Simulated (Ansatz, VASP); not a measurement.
# Two plane-wave programs on CdF2

INCAR

```
PREC     = Accurate       # precision mode
ENCUT    = 520            # plane-wave cutoff, eV
EDIFF    = 1E-6           # SCF threshold, eV
ISMEAR   = 0              # smearing method
SIGMA    = 0.05           # smearing width, eV
LREAL    = F              # projectors in reciprocal space
LASPH    = T              # aspherical terms in the spheres
NELM     = 100            # most SCF steps
ALGO     = Normal         # electronic algorithm
ISIF     = 2              # what is computed and relaxed
LWAVE    = F              # write WAVECAR
LCHARG   = F              # write CHGCAR
GGA      = PS             # functional
NBANDS   = 20             # bands
```

File KPOINTS:

```
regular mesh
0
Gamma
  8 8 8
```

POSCAR

```
CdF2
1.0
    0.0000000000      2.6685173173      2.7930256915
    2.6146758582      0.0000000000      2.7930256915
    2.6146758582      2.6685173173      0.0000000000
Cd F
1 2
Direct
    0.0000000000      0.0000000000      0.0000000000
    0.2500000000      0.2500000000      0.2500000000
    0.7500000000      0.7500000000      0.7500000000
```

Input for Ansatz:

```yaml
crystal:
  lattice:
    - [0.0, 2.6685173173, 2.7930256915]
    - [2.6146758582, 0.0, 2.7930256915]
    - [2.6146758582, 2.6685173173, 0.0]
  atoms:
    - { symbol: Cd, position: [0.0, 0.0, 0.0] }
    - { symbol: F, position: [0.25, 0.25, 0.25] }
    - { symbol: F, position: [0.75, 0.75, 0.75] }
basis:
  ecutwfc: 520.0
kpoints:
  mp_grid: { grid: [8, 8, 8] }
hamiltonian:
  xc: pbesol
scf:
  occupations: { method: gaussian, width: 0.05 }
output:
  forces: true
  stress: true
  eigenvalues: true
```

Change from the starting cell: strain +e along x and -e along y -0.0100, strain +e along z and -e/2 along x and y +0.0375.

Alike in both runs: task single point; functional PBEsol; k mesh 8 × 8 × 8; occupations gaussian, width 0.05 eV; no spin polarisation.

|  | VASP | Ansatz |
| --- | --- | --- |
| version | VASP 6.6.1 | Ansatz 0.2.0 |
| potentials or method | VASP PAW PBE potentials, release 64 (Cd, F), cutoff 520 eV | scalar-relativistic, plane waves, PAW |
| valence electrons in the cell | 26 | 34 |

|  | VASP | Ansatz | Ansatz less VASP |
| --- | --- | --- | --- |
| gap on the k mesh at the Fermi level (eV) | 2.82 | 2.85 | +0.033 |
| least direct gap on the mesh (eV) | 3.27 | 3.30 | +0.032 |
| pressure (GPa) | 0.9 | 0.1 | -0.80 |
| traceless stress, the component that is largest in VASP (GPa) | -4.07 | -4.14 | -0.070 |

VASP's potentials were made for PBE, not for PBEsol. With one functional, cell and mesh, what is left measures potentials, basis and numerics. VASP's potentials hold 26 valence electrons a cell and Ansatz's 34, so a difference there can come from the potentials and not from the codes.
